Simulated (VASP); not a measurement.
Sb: relaxation of the atoms with PBEsol

System: Sb, a slab with vacuum.

```xyz
5
Lattice="3.3338 0.0000 0.0000 0.0000 3.3338 0.0000 0.0000 0.0000 25.4295" Properties=species:S:1:pos:R:3 pbc="T T T"
Sb    0.0000    0.0000    8.2348
Sb    1.6669    1.6669   10.3181
Sb    0.0000    0.0000   12.7147
Sb    1.6669    1.6669   15.1114
Sb    0.0000    0.0000   17.1947
```

- Program: VASP 6.6.1
- Task: relaxation of the atoms
- Functional: PBEsol
- Potentials or basis: VASP PAW PBE potentials, release 64 (Sb)
- Cutoff: 520 eV
- k mesh: 11 × 11 × 1
- Occupations: fermi-dirac, width 0.1 eV
- Spin: no spin polarisation
- Dipole correction: yes
- Further INCAR settings: ALGO = Normal; EDIFF = 1e-06; IBRION = 2; EDIFFG = -0.01; NSW = 32

```json
{
 "Energy gained by relaxing": "0.3 meV/atom",
 "Ionic steps": "11",
 "Largest force after relaxing": "0.009 eV/Å"
}
```

Forces on the atoms (eV/Å):
```
Sb   0.000  0.000 -0.007
Sb   0.000  0.000  0.009
Sb   0.000  0.000  0.000
Sb   0.000  0.000 -0.009
Sb   0.000  0.000  0.007
```

Step by step:
```tsv
step	energy change (eV)	largest force (eV/Å)	pressure (GPa)
1	0.0000	0.0390	0.32
2	-0.0001	0.0345	0.31
3	-0.0004	0.0192	0.28
4	-0.0004	0.0399	0.23
5	-0.0005	0.0227	0.26
6	-0.0006	0.0219	0.27
7	-0.0009	0.0198	0.30
8	-0.0013	0.0156	0.35
9	-0.0012	0.0257	0.47
10	-0.0014	0.0125	0.40
11	-0.0015	0.0091	0.45
```

Final structure:
```
Sb
1.0
     3.33385    0.00000    0.00000
     0.00000    3.33385    0.00000
     0.00000    0.00000   25.42950
Sb
5
Direct
  0.00000 0.00000 0.32502
  0.50000 0.50000 0.40721
  0.00000 0.00000 0.50000
  0.50000 0.50000 0.59279
  0.00000 0.00000 0.67498
```

Levels at points of the mesh, in eV from the Fermi level:
| k point | band 7 | band 8 | band 9 | band 10 | band 11 | band 12 | band 13 | band 14 | band 15 | band 16 |
| --- | --- | --- | --- | --- | --- | --- | --- | --- | --- | --- |
| (0.00, 0.00, 0.00) | -2.16 | 0.22 | 0.22 | 0.25 | 0.71 | 0.71 | 2.25 | 2.25 | 2.37 | 3.72 |

It took 11 min on 1 thread of Intel(R) Xeon(R) Platinum 8488C (Sapphire Rapids), on a shared host, peak memory 0.44 GiB.

Caveat: the highest band is partly filled, so the run has too few bands; the PAW data sets were made with another functional, which shifts forces and pressure a little; spin-orbit coupling is left out, which moves the levels of the heavy elements.
